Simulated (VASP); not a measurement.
Runs of VASP 6.6.1 on MoS2. The structure is trigonal, space group R-3m (No. 166). Conventional cell: a = 3.171 Å, b = 3.171 Å, c = 18.345 Å, α = 90.00°, β = 90.00°, γ = 120.00°. Mo (site symmetry -3m) has 6 S at 2.39 Å and 6 Mo at 3.17 Å within 3.2 Å. Within 3.2 Å of S (site symmetry 3m) lie 3 Mo at 2.39 Å and 6 S at 3.17 Å. 

| k mesh | gap on the mesh (eV) | pressure (GPa) | largest force (eV/Å) |
| --- | --- | --- | --- |
| 3 × 3 × 3 | none | 3.5 | 0.16 |
| 10 × 10 × 10 | none | 2.8 | 0.76 |
| 4 × 4 × 4 | none | (a) | 0.53 |
| 5 × 5 × 5 | none | (b) | 0.67 |
| 7 × 7 × 7 | none | 3.1 | 0.77 |

Alike in all rows: task single point; level PBEsol; potentials or basis VASP PAW PBE potentials, release 64 (Mo_sv, S); no spin polarisation; cell as given; cutoff (eV) 520; smearing methfessel-paxton 0.1 eV.

Question: Estimate the missing entries.

Answer: (a) 3.7; (b) 2.7.

Caveats: some runs use coarse meshes; the PAW data sets were made with another functional, which shifts forces and pressure a little; the cell stands under pressure (at least some runs).

A k mesh can miss the band edges, and the runs leave out spin-orbit coupling on Mo.

A gap of «none» marks levels without a gap at the run's occupations.
